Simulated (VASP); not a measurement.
# H20CO9 in VASP: notebook, part 2 of 2

VASP 6.6.1. The steps go on from the part before.

## 3. Single point, LDA

The input, INCAR:

```
SYSTEM = H20CO9
PREC = Accurate ; ENCUT = 520
EDIFF = 1E-6 ; ISMEAR = -1
SIGMA = 0.05 ; LREAL = Auto
LASPH = .TRUE. ; NELM = 80
ALGO = Normal ; ISIF = 2
LWAVE = .FALSE. ; LCHARG = .TRUE.
LELF = .TRUE. ; LVHAR = .TRUE.
NBANDS = 60
```

The input, KPOINTS:

```
Automatic mesh
0
G
  1 1 1
  0 0 0
```

The input, POSCAR:

```
H20CO9
1.0
    6.7459970000      0.0000000000      0.0000000000
    0.0000000000      6.7459970000      0.0000000000
    0.0000000000      0.0000000000      6.7459970000
O H C
9 20 1
Direct
    0.1216869797      0.4354137720      0.3360066718
    0.3112216030      0.7207237122      0.4432109887
    0.8301070991      0.6350136236      0.5625558387
    0.7853546333      0.8133860718     -0.0585828900
    0.3777202984      0.2138305131      0.4908540576
    0.6329086716     -0.0629410301      0.3516900467
    0.4700417151      0.5369999423      0.7034986823
    0.0203083399      0.8809075960      0.2871925380
    0.6023868674      0.1652832042      0.0067595642
    0.2002076194      0.5630450177      0.3448563644
    0.0621257317      0.4357250678      0.2094130786
    0.2014824495      0.7976582261      0.4210496981
    0.3583903165      0.6650610725      0.5824935884
    0.9529354964      0.5655946779      0.5132525259
    0.8570267671      0.7313225903      0.6742961789
    0.6785357302      0.7129857899     -0.0833679588
    0.8670623482      0.7931666735      0.0598577201
    0.4801217670      0.1721910045      0.3999705307
    0.2627780593      0.2611178155      0.4056627953
    0.6291879466     -0.0272013166      0.2105100254
    0.5186334948     -0.1504595985      0.3988587602
    0.4156539056      0.4113254127      0.6544177236
    0.5990367325      0.5468872874      0.6154316404
   -0.1301216114      0.9058853717      0.3216574214
    0.0590572454      1.0256304591      0.2822711009
    0.6748150051      0.3881116461      0.2188408919
    0.7014085538      0.1742366621     -0.0878298641
    0.5710942356      0.4743405608     -0.0239104761
    0.4245480690      0.3553218301      0.1399644856
    0.5791879243      0.3592204384      0.0919804738
```

Potentials or basis: VASP PAW LDA potentials, release 64 (O, H, C).

Launch:

```sh
cat potpaw_LDA.64/O/POTCAR potpaw_LDA.64/H/POTCAR potpaw_LDA.64/C/POTCAR > POTCAR
mpirun -np 1 vasp_gam > vasp.out
```

OUTCAR:

```text
SYSTEM = H20CO9
   PREC = Accurate
   ENCUT = 520
   EDIFF = 1E-6
   ISMEAR = -1
   LREAL = Auto
   LASPH = .TRUE.
   NELM = 80
   ISIF = 2

 ion  position               nearest neighbor table
   1  0.122  0.435  0.336-  11 0.94  10 1.01
   2  0.311  0.721  0.443-  12 0.92  13 1.06
   3  0.830  0.635  0.563-  14 1.01  15 1.01
   4  0.785  0.813  0.941-  17 0.98  16 1.00
   5  0.378  0.214  0.491-  18 0.97  19 1.02
   6  0.633  0.937  0.352-  20 0.98  21 1.02
   7  0.470  0.537  0.703-  22 0.98  23 1.06  13 1.41
   8  0.020  0.881  0.287-  25 1.01  24 1.05
   9  0.602  0.165  0.007-  27 0.93  30 1.44
  10  0.200  0.563  0.345-   1 1.01
  11  0.062  0.436  0.209-   1 0.94
  12  0.201  0.798  0.421-   2 0.92
  13  0.358  0.665  0.582-   2 1.06   7 1.41
  14  0.953  0.566  0.513-   3 1.01
  15  0.857  0.731  0.674-   3 1.01
  16  0.679  0.713  0.917-   4 1.00
  17  0.867  0.793  0.060-   4 0.98
  18  0.480  0.172  0.400-   5 0.97
  19  0.263  0.261  0.406-   5 1.02
[... 8 lines left out ...]
  28  0.571  0.474  0.976-  30 1.10
  29  0.425  0.355  0.140-  30 1.09
  30  0.579  0.359  0.092-  26 1.09  29 1.09  28 1.10   9 1.44

  LATTYP: Found a simple cubic cell.
[... 221 lines left out ...]
 k-point     1 :       0.0000    0.0000    0.0000
  band No.  band energies     occupation
      1     -23.0629      2.00000
      2     -22.6843      2.00000
      3     -22.3261      2.00000
      4     -22.0879      2.00000
      5     -21.7628      2.00000
      6     -21.4465      2.00000
[... 43 lines left out ...]
     50       5.9679      0.00000
     51       6.1135      0.00000
 [bands above 51 left out]

------------------------ aborting loop because EDIFF is reached ----------------------------------------

  FORCE on cell =-STRESS in cart. coord.  units (eV):
  Direction    XX          YY          ZZ          XY          YZ          ZX
  --------------------------------------------------------------------------------------
  -------------------------------------------------------------------------------------
  Total        2.7332434      1.8897316      2.6071624     -3.6126080     -2.5167605      0.9517244
  in kB       14.2642997      9.8621651     13.6063063    -18.8535435    -13.1345151      4.9668765
  external PRESSURE =      12.5775904 kB  Pullay stress =       0.0000000 kB

 VOLUME and BASIS-vectors are now :
 -----------------------------------------------------------------------------
  energy-cutoff  :      520.00
  volume of cell :      307.00
      direct lattice vectors                 reciprocal lattice vectors
     6.745997000  0.000000000  0.000000000     0.148236058  0.000000000  0.000000000
     0.000000000  6.745997000  0.000000000     0.000000000  0.148236058  0.000000000
     0.000000000  0.000000000  6.745997000     0.000000000  0.000000000  0.148236058

 POSITION                                       TOTAL-FORCE (eV/Angst)
 -----------------------------------------------------------------------------------
      0.82090      2.93730      2.26670        -0.602788     -0.803457      0.846078
      2.09950      4.86200      2.98990         4.210486     -2.128777      0.337624
      5.59990      4.28380      3.79500         0.143451     -0.122358      0.506577
      5.29800      5.48710      6.35080        -0.692594     -0.286959     -1.295836
      2.54810      1.44250      3.31130        -1.352032      0.368190      0.430878
      4.26960      6.32140      2.37250         0.668378      0.279442      0.344931
[... 22 lines left out ...]
      2.86400      2.39700      0.94420        -0.227107      0.264954      0.600650
      3.90720      2.42330      0.62050        -1.322581     -0.819958     -0.598073
 -----------------------------------------------------------------------------------
    total drift:                                0.009704     -0.008629      0.001929

  FREE ENERGIE OF THE ION-ELECTRON SYSTEM (eV)
  ---------------------------------------------------
  free  energy   TOTEN  =      -155.1169906798 eV

  energy  without entropy=     -155.1169906798  energy(sigma->0) =     -155.11699068
```

OSZICAR:

```text
N       E                     dE             d eps       ncg     rms          rms(c)
DAV:   1     0.596109076141E+03    0.59611E+03   -0.42371E+04   120   0.120E+03
DAV:   2    -0.108792465527E+03   -0.70490E+03   -0.66989E+03   152   0.292E+02
DAV:   3    -0.170281999544E+03   -0.61490E+02   -0.61044E+02   152   0.925E+01
DAV:   4    -0.171328991298E+03   -0.10470E+01   -0.10443E+01   152   0.135E+01
DAV:   5    -0.171347281497E+03   -0.18290E-01   -0.18282E-01   152   0.174E+00    0.232E+01
DAV:   6    -0.156427025944E+03    0.14920E+02   -0.43915E+01   152   0.257E+01    0.881E+00
DAV:   7    -0.155550136920E+03    0.87689E+00   -0.18945E+00   152   0.544E+00    0.534E+00
DAV:   8    -0.155118975508E+03    0.43116E+00   -0.64756E-01   152   0.400E+00    0.817E-01
DAV:   9    -0.155107259196E+03    0.11716E-01   -0.93739E-02   144   0.142E+00    0.402E-01
DAV:  10    -0.155112255606E+03   -0.49964E-02   -0.16601E-02   144   0.497E-01    0.197E-01
DAV:  11    -0.155113696833E+03   -0.14412E-02   -0.20652E-03   136   0.269E-01    0.117E-01
DAV:  12    -0.155116311390E+03   -0.26146E-02   -0.17021E-03   136   0.186E-01    0.448E-02
DAV:  13    -0.155116768503E+03   -0.45711E-03   -0.30871E-04   144   0.810E-02    0.274E-02
DAV:  14    -0.155116940745E+03   -0.17224E-03   -0.52851E-05   144   0.299E-02    0.136E-02
DAV:  15    -0.155116982157E+03   -0.41412E-04   -0.17198E-05   144   0.182E-02    0.544E-03
DAV:  16    -0.155116988931E+03   -0.67743E-05   -0.25634E-06   136   0.820E-03    0.256E-03
DAV:  17    -0.155116990431E+03   -0.15002E-05   -0.84370E-07   112   0.410E-03    0.120E-03
DAV:  18    -0.155116990680E+03   -0.24835E-06   -0.15762E-07   112   0.228E-03
   1 F= -.15511699E+03 E0= -.15511699E+03  d E =-.496782E-10
```

Wall time 45 s (1 thread of AMD EPYC 7R43 (Zen 3), shared host); peak memory 0.22 GiB.

What came out:

| Item | Value |
| --- | --- |
| Free energy | -155.1170 eV |
| Pressure | 1.3 GPa |
| Largest force | 4.730 eV/Å |
| Band gap on the k mesh | 4.27 eV |

Forces on the atoms (eV/Å):
```
O   -0.603 -0.803  0.846
O    4.210 -2.129  0.338
O    0.143 -0.122  0.507
O   -0.693 -0.287 -1.296
O   -1.352  0.368  0.431
O    0.668  0.279  0.345
O    1.673  0.952 -0.566
O   -1.426  2.411 -0.241
O   -1.455  0.641  2.221
H    1.062  0.351  0.557
H   -0.977 -0.071 -1.608
H   -3.568  2.908 -0.175
H   -0.297  0.071 -0.276
H   -0.669  0.318  0.242
H    0.106 -0.730 -0.509
H    0.832  0.532  0.730
H    0.064 -0.325  0.262
H    0.908 -0.735 -0.180
H    0.601  0.350  0.606
H   -0.748  0.045 -0.638
H    0.136  0.195 -0.739
H   -0.328 -1.355 -0.462
H   -0.470  0.210  1.103
H    0.471 -0.955  0.535
H    0.163 -1.314 -0.204
H    0.468  0.142  0.251
H    2.068 -0.341 -2.060
H    0.562 -0.051 -0.021
H   -0.227  0.265  0.601
C   -1.323 -0.820 -0.598
```

Stress tensor (GPa, compression positive):
```
 1.43 -1.89  0.50
-1.89  0.99 -1.31
 0.50 -1.31  1.36
```

Caveat: the k points lie up to 0.93 Å⁻¹ apart.

## 4. Single point, LDA

The input, INCAR:

```
PREC = Accurate
ENCUT = 520
EDIFF = 1E-6
ISMEAR = -1
SIGMA = 0.05
LREAL = Auto
LASPH = T
NELM = 60
ALGO = Normal
ISIF = 2
LWAVE = F
LCHARG = F
GGA = CA
NBANDS = 60
```

The input, KPOINTS:

```
Automatic mesh
0
Gamma
  1 1 1
```

The input, POSCAR:

```
H20CO9
1.0
    6.7459970000      0.0000000000      0.0000000000
    0.0000000000      6.7459970000      0.0000000000
    0.0000000000      0.0000000000      6.7459970000
O H C
9 20 1
Direct
    0.1322710342      0.4599468396      0.3313075888
    0.3325675953      0.7496890378      0.4659800471
    0.8231548280      0.5864811384      0.5755413173
    0.7976434025      0.8088945192     -0.0850133790
    0.3726654489      0.1770383236      0.4991404532
    0.6330569077     -0.0561962894      0.3166470427
    0.4729916127      0.4864959175      0.6910023826
    0.0096056965      0.8786544079      0.2820190996
    0.6251855730      0.1747554883      0.0051734384
    0.2305070696      0.5684704574      0.3766085280
    0.1506819526      0.4668991107      0.1906315701
    0.2151053432      0.8531726296      0.4381413155
    0.3586274942      0.6667509636      0.6034541670
    0.9231252252      0.5315003846      0.4755709201
    0.8876523366      0.6612810530      0.6804479753
    0.7140086187      0.7108660143     -0.0096501674
    0.8849989112      0.8564931173      0.0223095267
    0.4900980537      0.0986214491      0.4509192637
    0.3126001983      0.2427217207      0.3863328134
    0.6029649880      0.0040023736      0.1776609151
    0.5302552017     -0.1485473533      0.3547437095
    0.4085385748      0.3783873607      0.6168547066
    0.6135786897      0.5164544247      0.6265493447
   -0.1319300913      0.8635046829      0.3013639051
    0.0523421519      1.0159802917      0.2960274071
    0.7274536292      0.4220132324      0.1261340614
    0.6447230854      0.1808776375     -0.1332345686
    0.4988291575      0.4718650186      0.0301512141
    0.5448861006      0.3392826887      0.2532909517
    0.5852359555      0.3545065318      0.0968426164
```

Launch:

```sh
cat potpaw_LDA.64/O/POTCAR potpaw_LDA.64/H/POTCAR potpaw_LDA.64/C/POTCAR > POTCAR
mpirun -np 1 vasp_gam > vasp.out
```

Run time: 47 s. Hardware: 1 thread of AMD EPYC 7R43 (Zen 3), shared host; peak memory 0.21 GiB.

Results (log left out):

```
Free energy            : -155.3019 eV
Pressure               : 0.2 GPa
Largest force          : 2.825 eV/Å
Band gap on the k mesh : 4.38 eV
```

Forces in eV/Å, atoms in the order of the input:
```
O    0.216 -0.554  0.703
O   -1.148  0.481  0.091
O    0.231 -0.943 -1.467
O   -0.536 -1.077  0.641
O    0.081 -0.605  0.470
O    0.901  1.537 -1.659
O    0.854  1.734  0.147
O    2.322 -0.064 -0.700
O   -1.134 -0.711  1.840
H   -0.137  0.538  0.369
H   -0.304  0.005 -1.129
H    1.498 -2.182  0.988
H    0.184  0.616 -1.120
H   -0.363  0.417  0.697
H    0.041  0.476  0.580
H    0.492  0.646 -0.869
H    0.371  0.142 -0.003
H   -0.035  0.003 -0.104
H   -0.623  0.598 -0.529
H    0.459 -0.415  0.906
H   -1.389 -1.316  0.643
H    0.142 -1.012 -0.280
H   -0.835 -0.188  0.582
H   -1.716  0.614  0.894
H   -0.690  0.299 -0.079
H    1.123  0.842 -0.121
H    0.062  0.265 -1.759
H   -0.859 -0.209 -0.976
H   -0.673 -0.720  0.049
C    1.466  0.785  1.195
```

Stress tensor (GPa, compression positive):
```
-0.05  1.80  0.55
 1.80  0.35  0.72
 0.55  0.72  0.34
```

Levels at points of the mesh, in eV from the valence-band top:
```
           k point  band 36  band 37  band 38  band 39  band 40  band 41  band 42  band 43
(0.00, 0.00, 0.00)    -0.49    -0.32    -0.18     0.00     4.38     6.73     7.04     7.32
```

Caveat: the k points lie up to 0.93 Å⁻¹ apart.
